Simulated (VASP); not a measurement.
Input of a VASP 6.6.1 run:

INCAR

```
SYSTEM = LaBe
PREC = Accurate
ENCUT = 600
EDIFF = 1E-6
ISMEAR = 0
SIGMA = 0.1
LREAL = .False.
LASPH = .True.
NELM = 80
ALGO = Normal
ISIF = 3
LWAVE = .False.
LCHARG = .False.
GGA = CA
IBRION = 2
NSW = 60
EDIFFG = -0.02
```

The input KPOINTS:

```
regular mesh
0
Gamma
  6 6 6
  0 0 0
```

The input POSCAR:

```
LaBe
1.0
    3.4500000000      0.0000000000      0.0000000000
    0.0000000000      3.4500000000      0.0000000000
    0.0000000000      0.0000000000      3.4500000000
La Be
1 1
Direct
    0.0000000000      0.0000000000      0.0000000000
    0.5000000000      0.5000000000      0.5000000000
```

Potentials or basis: VASP PAW LDA potentials, release 64 (La, Be).

Launch:

```sh
$ cat potpaw_LDA.64/La/POTCAR potpaw_LDA.64/Be/POTCAR > POTCAR
$ mpirun -np 1 vasp_std > vasp.out
```

Problem. Predict the relaxed cell.

Solution. a = 3.507 Å, b = 3.507 Å, c = 3.507 Å, α = 90.00°, β = 90.00°, γ = 90.00°.

Problem. What does it give for the space group after relaxing (to 0.05 Å)?

Solution. Pm-3m (No. 221).

Problem. Predict the relaxed volume.

Solution. 21.56 Å³/atom.

Final structure:
```
La Be
1.0
     3.50660    0.00000    0.00000
     0.00000    3.50660    0.00000
     0.00000    0.00000    3.50660
La Be
1 1
Cartesian
  0.0000 0.0000 0.0000
  1.7533 1.7533 1.7533
```
